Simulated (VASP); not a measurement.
A run of VASP 6.6.1:

Contents of INCAR:

```
PREC = Accurate
ENCUT = 520
EDIFF = 1E-6
ISMEAR = 0
SIGMA = 0.1
LREAL = False
LASPH = True
NELM = 60
ALGO = Normal
ISIF = 2
LWAVE = False
LCHARG = False
GGA = PE
NBANDS = 41
```

Contents of KPOINTS:

```
Automatic mesh
0
Gamma
  6 6 6
```

The input POSCAR:

```
Ga2B3As5
1.0
   -1.8517826500      1.8517826500     13.0940807000
    1.8517826500     -1.8517826500     13.0940807000
    1.8517826500      1.8517826500    -13.0940807000
Ga B As
2 3 5
Direct
    0.7000000000      0.7000000000      0.0000000000
    0.3000000000      0.3000000000      0.0000000000
    0.9000000000      0.9000000000      0.0000000000
    0.5000000000      0.5000000000      0.0000000000
    0.1000000000      0.1000000000      0.0000000000
    0.2500000000      0.7500000000      0.5000000000
    0.8500000000      0.3500000000      0.5000000000
    0.4500000000      0.9500000000      0.5000000000
    0.0500000000      0.5500000000      0.5000000000
    0.6500000000      0.1500000000      0.5000000000
```

Potentials or basis: VASP PAW PBE potentials, release 64 (Ga_d, B, As).

Run with:

```sh
$ cat potpaw_PBE.64/Ga_d/POTCAR potpaw_PBE.64/B/POTCAR potpaw_PBE.64/As/POTCAR > POTCAR
$ mpirun -np 1 vasp_std > vasp.out
```

Hardware: 1 thread of Intel(R) Xeon(R) Platinum 8259CL CPU @ 2.50GHz (Skylake/Cascade Lake), on a shared host.

Q: Estimate the wall time of this run.

A: Wall time 39 min on 1 thread of Intel(R) Xeon(R) Platinum 8259CL CPU @ 2.50GHz (Skylake/Cascade Lake) (shared host), peak memory 1.8 GiB. Counts: scf iterations 14, k points 30.
